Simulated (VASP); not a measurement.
A run of VASP 6.6.1 is set up as follows.

Contents of INCAR:

```
PREC = Accurate
ENCUT = 600
EDIFF = 1E-6
ISMEAR = -1
SIGMA = 0.1
LREAL = F
LASPH = T
NELM = 120
ALGO = Normal
ISIF = 2
LWAVE = F
LCHARG = T
GGA = CA
LELF = T
LVHAR = T
NBANDS = 7
GGA_COMPAT = F
```

Contents of KPOINTS:

```
Automatic mesh
0
Gamma
  23 23 23
```

POSCAR

```
Be
1.0
    0.0000000000      1.5538445798      1.5538445798
    1.5538445798      0.0000000000      1.5538445798
    1.5538445798      1.5538445798      0.0000000000
Be
1
Direct
    0.0000000000      0.0000000000      0.0000000000
```

Potentials or basis: VASP PAW LDA potentials, release 64 (Be).

Run with:

```bash
$ cat potpaw_LDA.64/Be/POTCAR > POTCAR
$ mpirun -np 1 vasp_std > vasp.out
```

Task: Predict the band gap on the k mesh.

Result: Zero (bands 1 and 2 overlap by 0.67 eV).

Task: What does it give for the pressure?

Result: 0.4 GPa.
